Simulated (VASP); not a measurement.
# Au (P6_3/mmc) in VASP: notebook

The runs below take Au through relaxation of cell and atoms, relaxation of shape and atoms at fixed volume, with LDA.

All numbers are computed with VASP 6.6.1; they aren't measurements. Logs are shortened: lines on timing, memory, paths and dates and some standing lists are left out, and cuts for length are marked.

## Step 1: The cell of the first run

Symmetry: P6_3/mmc, No. 194, hexagonal system. Conventional cell: a = 2.838 Å, b = 2.838 Å, c = 4.754 Å, α = 90.00°, β = 90.00°, γ = 120.00°. Au (site symmetry -6m2) has 12 Au at 2.84 to 2.89 Å within 3.7 Å.

This isn't the form of Au at room conditions, which is fcc.

## Step 2: Relaxation of cell and atoms, LDA

INCAR

```
ALGO = Fast
EDIFF = 1E-7
EDIFFG = -0.001
ENCUT = 600
IBRION = 2
ISIF = 3
ISMEAR = -1
LASPH = True
LCHARG = False
LREAL = False
LWAVE = False
NELM = 60
NSW = 80
PREC = Accurate
SIGMA = 0.15
```

KPOINTS

```
k-points
0
Gamma
  18 18 10
```

POSCAR

```
Au
1.0
    2.8384290237      0.0000000000      0.0000000000
   -1.4192145118      2.4581516413      0.0000000000
    0.0000000000      0.0000000000      4.7543419473
Au
2
Direct
    0.3333333333      0.6666666667      0.7500000000
    0.6666666667      0.3333333333      0.2500000000
```

Potentials or basis: VASP PAW LDA potentials, release 64 (Au).

Launch:

```bash
$ cat potpaw_LDA.64/Au/POTCAR > POTCAR
$ mpirun -np 1 vasp_std > vasp.out
```

OUTCAR:

```text
EDIFF = 1E-7
   EDIFFG = -0.001
   ENCUT = 600
   IBRION = 2
   ISIF = 3
   ISMEAR = -1
   LASPH = True
   LREAL = False
   NELM = 60
   NSW = 80
   PREC = Accurate

 ion  position               nearest neighbor table
   1  0.333  0.667  0.750-   2 2.89   2 2.89   2 2.89   2 2.89   2 2.89   2 2.89
   2  0.667  0.333  0.250-   1 2.89   1 2.89   1 2.89   1 2.89   1 2.89   1 2.89

  LATTYP: Found a hexagonal cell.
 ALAT       =     2.8384290237
 C/A-ratio  =     1.6749906049

  Lattice vectors:

 A1 = (   2.8384290237,   0.0000000000,   0.0000000000)
 A2 = (  -1.4192145118,   2.4581516413,   0.0000000000)
 A3 = (   0.0000000000,   0.0000000000,   4.7543419473)

Analysis of symmetry for initial positions (statically):
=====================================================================
 Subroutine PRICEL returns:
 Original cell was already a primitive cell.

 Routine SETGRP: Setting up the symmetry group for a
 hexagonal supercell.

 Subroutine GETGRP returns: Found 24 space group operations
 (whereof 12 operations were pure point group operations)
 out of a pool of 24 trial point group operations.

The static configuration has the point symmetry D_3d.
 The point group associated with its full space group is D_6h.

Analysis of symmetry for dynamics (positions and initial velocities):
=====================================================================
 Subroutine PRICEL returns:
 Original cell was already a primitive cell.

 Routine SETGRP: Setting up the symmetry group for a
 hexagonal supercell.

 Subroutine GETGRP returns: Found 24 space group operations
 (whereof 12 operations were pure point group operations)
 out of a pool of 24 trial point group operations.

The dynamic configuration has the point symmetry D_3d.
 The point group associated with its full space group is D_6h.

 Subroutine INISYM returns: Found 24 space group operations
 (whereof 12 operations are pure point group operations),
 and found     1 'primitive' translations

----------------------------------------------------------------------------------------

                                     Primitive cell

  volume of cell :      33.1724

  direct lattice vectors                    reciprocal lattice vectors
     2.838429024  0.000000000  0.000000000     0.352307559  0.203404864  0.000000000
    -1.419214512  2.458151641  0.000000000     0.000000000  0.406809728  0.000000000
     0.000000000  0.000000000  4.754341947     0.000000000  0.000000000  0.210334051

  length of vectors
     2.838429024  2.838429024  4.754341947     0.406809728  0.406809728  0.210334051

  position of ions in fractional coordinates (direct lattice)
     0.333333333  0.666666667  0.750000000
     0.666666667  0.333333333  0.250000000

  ion indices of the primitive-cell ions
   primitive index   ion index
                 1           1
                 2           2

----------------------------------------------------------------------------------------

 KPOINTS: k-points

Automatic generation of k-mesh.
 Grid dimensions read from file:
 generate k-points for:   18   18   10

 Generating k-lattice:

  Cartesian coordinates                     Fractional coordinates (reciprocal lattice)
     0.019572642  0.011300270  0.000000000     0.055555556  0.000000000  0.000000000
     0.000000000  0.022600540  0.000000000     0.000000000  0.055555556  0.000000000
     0.000000000  0.000000000  0.021033405     0.000000000  0.000000000  0.100000000

  Length of vectors
     0.022600540  0.022600540  0.021033405

  Shift w.r.t. Gamma in fractional coordinates (k-lattice)
     0.000000000  0.000000000  0.000000000

 Subroutine IBZKPT returns following result:
 ===========================================

 Found    222 irreducible k-points:

 Following reciprocal coordinates:
            Coordinates               Weight
  0.000000  0.000000  0.000000      1.000000
  0.055556  0.000000  0.000000      6.000000
  0.111111  0.000000  0.000000      6.000000
  0.166667 -0.000000  0.000000      6.000000
  0.222222  0.000000  0.000000      6.000000
  0.277778  0.000000  0.000000      6.000000
[... 16 lines left out ...]
  0.333333  0.111111  0.000000     12.000000
  0.388889  0.111111  0.000000     12.000000
 [... further k-points ...]
   k-points           NKPTS =    222   k-points in BZ     NKDIM =    222   number of bands    NBANDS=     15
   number of dos      NEDOS =    301   number of ions     NIONS =      2
   total plane-waves  NPLWV =  23040
   dimension x,y,z NGX =    24 NGY =   24 NGZ =   40
   dimension x,y,z NGXF=    48 NGYF=   48 NGZF=   80
   ions per type =               2
   NGX,Y,Z   is equivalent  to a cutoff of  14.06, 14.06, 13.99 a.u.
   NGXF,Y,Z  is equivalent  to a cutoff of  28.11, 28.11, 27.97 a.u.
 SYSTEM =  unknown system
   PREC   = accura    normal or accurate (medium, high low for compatibility)
   ISTART =      0    job   : 0-new  1-cont  2-samecut
   ICHARG =      2    charge: 1-file 2-atom 10-const
   ISPIN  =      1    spin polarized calculation?
   LNONCOLLINEAR =      F non collinear calculations
   LSORBIT =      F    spin-orbit coupling
   LASPH  =      T    aspherical Exc in radial PAW
   ENCUT  =  600.0 eV  44.10 Ry    6.64 a.u.   5.67  5.67  9.50*2*pi/ulx,y,z
   NELM   =     60;   NELMIN=  2; NELMDL= -5     # of ELM steps
   EDIFF  = 0.1E-06   stopping-criterion for ELM
   LREAL  =      F    real-space projection
   EDIFFG = -.1E-02   stopping-criterion for IOM
   NSW    =     80    number of steps for IOM
   IBRION =      2    ionic relax: 0-MD 1-quasi-New 2-CG
   NFREE  =      1    steps in history (QN), initial steepest desc. (CG)
   ISIF   =      3    stress and relaxation
   ISYM   =      2    0-nonsym 1-usesym 2-fastsym
   POTIM  = 0.5000    time-step for ionic-motion
   TEBEG  =    0.0;   TEEND  =   0.0 temperature during run
   PSTRESS=    0.0 pullay stress
   NELECT =      22.0000    total number of electrons
   NUPDOWN=      -1.0000    fix difference up-down
   EMIN   =  10.00;   EMAX   =-10.00  energy-range for DOS
   EFERMI =   0.00;   METHOD = LEGACY
   ISMEAR =    -1;   SIGMA  =   0.15  broadening in eV -4-tet -1-fermi 0-gaus
   EFERMI_NEDOS =   21; number of points for ismear=-14 and -15
   IALGO  =     68    algorithm
   IMIX   =      4    mixing-type and parameters
     AMIX     =   0.40;   BMIX     =  1.00
     AMIX_MAG =   1.60;   BMIX_MAG =  1.00
  volume/ion in A,a.u.               =      16.59       111.93
  Fermi-wavevector in a.u.,A,eV,Ry     =   1.427655  2.697877 27.731388  2.038200
  Thomas-Fermi vector in A             =   2.547801
   LORBIT       =      0    0 simple, 1 ext, 2 COOP (PROOUT), +10 PAW based schemes
   GGA     = CA    functional components
   LHFCALC =     F    Hartree Fock is set to
   AEXX    =    0.0000 exact exchange contribution
   IVDW    =     0    specifies the selected vdW correction
   LEPSILON=     F    determine dielectric tensor
   LRPA    =     F    only Hartree local field effects (RPA)
 conjugate gradient relaxation of ions
 non-spin polarized calculation
 RMM-DIIS sequential band-by-band and
  energy-cutoff  :      600.00
  volume of cell :       33.17
 maximum number of plane-waves:      1124
 NGX is ok and might be reduce to    24
   NGX = 11   NGY = 11   NGZ = 19

--------------------------------------- Ionic step        1  -------------------------------------------

 number of electron      22.0000001 magnetization

 Free energy of the ion-electron system (eV)
  ---------------------------------------------------
  ext. energy  EPLUGINS =         0.00000000
  ---------------------------------------------------
  free energy    TOTEN  =        -8.89660967 eV

  energy without entropy =       -8.85012475  energy(sigma->0) =       -8.87336721

------------------------ aborting loop because EDIFF is reached ----------------------------------------

  FORCE on cell =-STRESS in cart. coord.  units (eV):
  Direction    XX          YY          ZZ          XY          YZ          ZX
  --------------------------------------------------------------------------------------
  -------------------------------------------------------------------------------------
  Total        0.1401390      0.1401390      0.1470062      0.0000000      0.0000000      0.0000000
  in kB        6.7685022      6.7685022      7.1001767      0.0000000      0.0000000      0.0000000
  external PRESSURE =       6.8790604 kB  Pullay stress =       0.0000000 kB
[... 89 lines left out ...]
  FREE ENERGIE OF THE ION-ELECTRON SYSTEM (eV)
  ---------------------------------------------------
  free  energy   TOTEN  =        -8.8968612732 eV

  energy  without entropy=       -8.8502761952  energy(sigma->0) =       -8.87356873

[... ionic steps 4 to 13 ...]

--------------------------------------- Ionic step       14  -------------------------------------------

 number of electron      22.0000001 magnetization

------------------------ aborting loop because EDIFF is reached ----------------------------------------

  FORCE on cell =-STRESS in cart. coord.  units (eV):
  Direction    XX          YY          ZZ          XY          YZ          ZX
  --------------------------------------------------------------------------------------
  -------------------------------------------------------------------------------------
  Total       -0.0038844     -0.0038844     -0.0026250     -0.0000000     -0.0000000      0.0000000
  in kB       -0.1869325     -0.1869325     -0.1263287     -0.0000000     -0.0000000      0.0000000
  external PRESSURE =      -0.1667312 kB  Pullay stress =       0.0000000 kB
[... 57 lines left out ...]
  energy  without entropy=       -8.8502828494  energy(sigma->0) =       -8.87357317

--------------------------------------- Ionic step       16  -------------------------------------------

 number of electron      22.0000001 magnetization

 Free energy of the ion-electron system (eV)
  ---------------------------------------------------
  ext. energy  EPLUGINS =         0.00000000
  ---------------------------------------------------
  free energy    TOTEN  =        -8.89686348 eV

  energy without entropy =       -8.85028311  energy(sigma->0) =       -8.87357329

 E-fermi :   9.6545     XC(G=0): -13.1198

 val. band max:        9.6393847728   @ k =   0.3333   0.1667   0.2000
 cond. band min:       9.6694384605   @ k =   0.2778   0.2222   0.2000
 fundamental gap:      0.0300536877
 Fermi energy:         9.6544576096

 k-point     1 :       0.0000    0.0000    0.0000
  band No.  band energies     occupation
      1      -0.4792      2.00000
      2       2.0264      2.00000
      3       4.6674      2.00000
      4       4.9524      2.00000
      5       4.9524      2.00000
      6       5.2838      2.00000
      7       5.2838      2.00000
      8       6.0106      2.00000
      9       6.0106      2.00000
     10       7.4616      2.00000
     11       7.4616      2.00000
     12       8.3858      1.99958
     13      12.4871      0.00000
     14      24.2121      0.00000
     15      25.3887      0.00000
[... 397 lines left out ...]
 k-point    24 :       0.3889    0.1111    0.0000
  band No.  band energies     occupation
      1       2.8238      2.00000
      2       2.8801      2.00000
      3       3.2183      2.00000
      4       4.8679      2.00000
      5       5.1748      2.00000
      6       5.2615      2.00000
      7       5.4759      2.00000
      8       7.4090      2.00000
      9       7.5904      2.00000
     10       7.7204      1.99999
     11       9.5951      1.19521
     12      12.6237      0.00000
     13      15.0229      0.00000
     14      17.1195      0.00000
     15      17.6340      0.00000

 [... further k-points ...]

------------------------ aborting loop because EDIFF is reached ----------------------------------------

  FORCE on cell =-STRESS in cart. coord.  units (eV):
  Direction    XX          YY          ZZ          XY          YZ          ZX
  --------------------------------------------------------------------------------------
  -------------------------------------------------------------------------------------
  Total       -0.0002346     -0.0002346      0.0006302     -0.0000000      0.0000000      0.0000000
  in kB       -0.0112889     -0.0112889      0.0303292     -0.0000000      0.0000000      0.0000000
  external PRESSURE =       0.0025838 kB  Pullay stress =       0.0000000 kB
[... 17 lines left out ...]
  FREE ENERGIE OF THE ION-ELECTRON SYSTEM (eV)
  ---------------------------------------------------
  free  energy   TOTEN  =        -8.8968634773 eV

  energy  without entropy=       -8.8502831091  energy(sigma->0) =       -8.87357329

 reached required accuracy - stopping structural energy minimisation
```

It took 4.7 min on 1 thread of Intel Xeon Platinum 8488C (Sapphire Rapids), shared host; peak memory 0.24 GiB.

What came out:

```
Free energy                           : -8.8969 eV
Relaxed volume                        : 16.65 Å³/atom
Relaxed cell                          : a = 2.841 Å, b = 2.841 Å, c = 4.762 Å, α = 90.00°, β = 90.00°, γ = 120.00°
Space group after relaxing (to 0.1 Å) : P6_3/mmc (No. 194)
Energy gained by relaxing             : 0.1 meV/atom
Ionic steps                           : 16
Pressure after relaxing               : 0.0 GPa
Band gap on the k mesh                : zero (bands 11 and 12 overlap by 7.10 eV)
```

The path:
| step | energy change (eV) | largest force (eV/Å) | pressure (GPa) | volume (Å³) |
| --- | --- | --- | --- | --- |
| 1 | 0.0000 | 0.0000 | 0.69 | 33.17 |
| 2 | 0.0006 | 0.0000 | -1.25 | 33.52 |
| 3 | -0.0003 | 0.0000 | 0.00 | 33.29 |
| 4 | -0.0003 | 0.0000 | 0.02 | 33.29 |
| 5 | -0.0003 | 0.0000 | 0.01 | 33.29 |
| 6 | -0.0003 | 0.0000 | 0.02 | 33.29 |
| 7 | -0.0003 | 0.0000 | 0.01 | 33.29 |
| 8 | -0.0003 | 0.0000 | 0.01 | 33.29 |
| 9 | -0.0003 | 0.0000 | 0.01 | 33.29 |
| 10 | -0.0003 | 0.0000 | 0.01 | 33.29 |
| 11 | -0.0003 | 0.0000 | 0.01 | 33.29 |
| 12 | -0.0003 | 0.0000 | 0.01 | 33.29 |
| 13 | -0.0003 | 0.0000 | -0.01 | 33.30 |
| 14 | -0.0003 | 0.0000 | -0.02 | 33.29 |
| 15 | -0.0003 | 0.0000 | 0.00 | 33.29 |
| 16 | -0.0003 | 0.0000 | 0.00 | 33.29 |

Final structure:
```
Au
1.0
     2.84124    0.00000    0.00000
    -1.42062    2.46058    0.00000
     0.00000    0.00000    4.76183
Au
2
Direct
  0.33333 0.66667 0.75000
  0.66667 0.33333 0.25000
```

Levels at points of the mesh, in eV from the Fermi level:
```csv
k point,band 9,band 10,band 11,band 12,band 13,band 14
"(0.00, 0.00, 0.00)",-3.64,-2.19,-2.19,-1.27,2.83,14.56
"(0.50, 0.00, 0.00)",-1.87,-1.67,0.38,1.64,5.81,7.37
"(0.00, 0.00, 0.50)",-2.68,-2.68,-2.68,-2.68,10.84,10.84
"(0.50, 0.00, 0.50)",-1.75,-1.75,0.39,0.39,4.11,4.11
```

Caveat: spin-orbit coupling is left out, which moves the levels of the heavy elements.

## Step 3: Relaxation of cell and atoms, LDA

This run uses another cell than the first one, of 16.65 Å³/atom.

INCAR

```
SYSTEM = Au
PREC     = Accurate       ! precision mode
ENCUT    = 600            ! plane-wave cutoff, eV
EDIFF    = 1E-6           ! SCF threshold, eV
ISMEAR   = 0              ! smearing method
SIGMA    = 0.1            ! smearing width, eV
LREAL    = .False.        ! projectors in reciprocal space
LASPH    = .True.         ! aspherical terms in the spheres
NELM     = 100            ! most SCF steps
ALGO     = Fast           ! electronic algorithm
ISIF     = 3              ! what is computed and relaxed
LWAVE    = .False.        ! write WAVECAR
LCHARG   = .False.        ! write CHGCAR
GGA      = CA             ! functional
IBRION   = 2              ! ionic algorithm
NSW      = 100            ! ionic steps
EDIFFG   = -0.005         ! ionic threshold
```

KPOINTS

```
Automatic mesh
0
Gamma
  18 18 10
  0 0 0
```

POSCAR

```
Au
1.0
    2.8790908352      0.0000000000      0.0000000000
   -1.4395454176      2.4933658031      0.0000000000
    0.0000000000      0.0000000000      4.6384949747
Au
2
Direct
    0.3333333333      0.6666666667      0.7500000000
    0.6666666667      0.3333333333      0.2500000000
```

Potentials or basis: VASP PAW LDA potentials, release 64 (Au).

Launch:

```bash
$ cat potpaw_LDA.64/Au/POTCAR > POTCAR
$ mpirun -np 1 vasp_std > vasp.out
```

Wall time 2.9 min (1 thread of Intel Xeon Platinum 8488C (Sapphire Rapids), shared host); peak memory 0.24 GiB.

Results (log left out):

```yaml
Free_energy: -8.8720 eV
Relaxed_volume: 16.64 Å³/atom
Relaxed_cell: a = 2.844 Å, b = 2.844 Å, c = 4.750 Å, α = 90.00°, β = 90.00°, γ = 120.00°
Space_group_after_relaxing_to_0.1_Å: P6_3/mmc (No. 194)
Energy_gained_by_relaxing: 4.7 meV/atom
Ionic_steps: 6
Pressure_after_relaxing: 0.0 GPa
Band_gap_on_the_k_mesh: zero (bands 11 and 12 overlap by 7.10 eV)
```

Step by step:
```csv
step,energy change (eV),largest force (eV/Å),pressure (GPa),volume (Å³)
1,0.0000,0.0000,0.04,33.30
2,-0.0073,0.0000,-0.25,33.32
3,-0.0093,0.0000,-0.28,33.32
4,-0.0093,0.0000,-0.29,33.33
5,-0.0091,0.0000,0.72,33.15
6,-0.0094,0.0000,-0.01,33.27
```

Final structure:
```xyz
2
Lattice="2.8440 0.0000 0.0000 -1.4220 2.4630 0.0000 0.0000 0.0000 4.7500" Properties=species:S:1:pos:R:3 pbc="T T T"
Au    0.0000    1.6420    3.5625
Au    1.4220    0.8210    1.1875
```

Levels at points of the mesh, in eV from the Fermi level:
```
           k point  band 8  band 9  band 10  band 11  band 12  band 13  band 14  band 15
(0.00, 0.00, 0.00)   -3.64   -3.64    -2.17    -2.17    -1.23     2.90    14.56    15.81
(0.50, 0.00, 0.00)   -1.91   -1.86    -1.66     0.39     1.65     5.85     7.42     7.58
(0.00, 0.00, 0.50)   -4.73   -2.66    -2.66    -2.66    -2.66    10.94    10.94    14.86
(0.50, 0.00, 0.50)   -2.45   -1.74    -1.74     0.41     0.41     4.12     4.12    13.40
```

Caveat: spin-orbit coupling is left out, which moves the levels of the heavy elements.

[end of part 1 of 2]

The gap in the log of VASP goes by the Fermi energy; the results here count the filled bands.